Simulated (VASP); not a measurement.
A run of VASP 6.6.1:

Contents of INCAR:

```
PREC = Accurate ; ENCUT = 520
EDIFF = 1E-6 ; ISMEAR = 0
SIGMA = 0.02 ; LREAL = Auto
LASPH = T ; NELM = 100
ALGO = Normal ; ISIF = 2
LWAVE = F ; LCHARG = F
GGA = PE ; NELECT = 74.0
NBANDS = 52
```

File KPOINTS:

```
regular mesh
0
Gamma
  2 2 2
```

File POSCAR:

```
CuSi16
1.0
    0.0000000000      5.4300000000      5.4300000000
    5.4300000000      0.0000000000      5.4300000000
    5.4300000000      5.4300000000      0.0000000000
Si Cu
16 1
Direct
    0.0048020927      0.0048595285     -0.0144633134
    0.1279076657      0.1279969511      0.1111854414
    0.0060867182      0.0061476573      0.4856508939
    0.1292887318      0.1293192018      0.6121827067
   -0.0079208408      0.5002995789      0.0076419047
    0.1281035598      0.6329035445      0.1113099962
    0.0063516404      0.5023984126      0.4857499617
    0.1204173538      0.6303001857      0.6194371041
    0.5002098682     -0.0078282097      0.0076438150
    0.6328627571      0.1281664854      0.1112998440
    0.5023337378      0.0064203754      0.4857373891
    0.6302255289      0.1205074776      0.6194349227
    0.5004562386      0.5005287443      0.0076249751
    0.6121808221      0.6122927510      0.1636867983
    0.4887362083      0.4888004645      0.5351228040
    0.6306446906      0.6307044164      0.6196790153
    0.7364738167      0.7365697047      0.7924799212
```

Potentials or basis: VASP PAW PBE potentials, release 64 (Si, Cu).

Run with:

```bash
$ cat potpaw_PBE.64/Si/POTCAR potpaw_PBE.64/Cu/POTCAR > POTCAR
$ mpirun -np 1 vasp_std > vasp.out
```

Hardware: 1 thread of Intel(R) Xeon(R) Platinum 8124M CPU @ 3.00GHz (Skylake/Cascade Lake), on a shared host.

How long does it take, and how much memory?

It took 7.4 min on 1 thread of Intel(R) Xeon(R) Platinum 8124M CPU @ 3.00GHz (Skylake/Cascade Lake) (shared host), peak memory 0.49 GiB. Counts: scf iterations 20, k points 8.
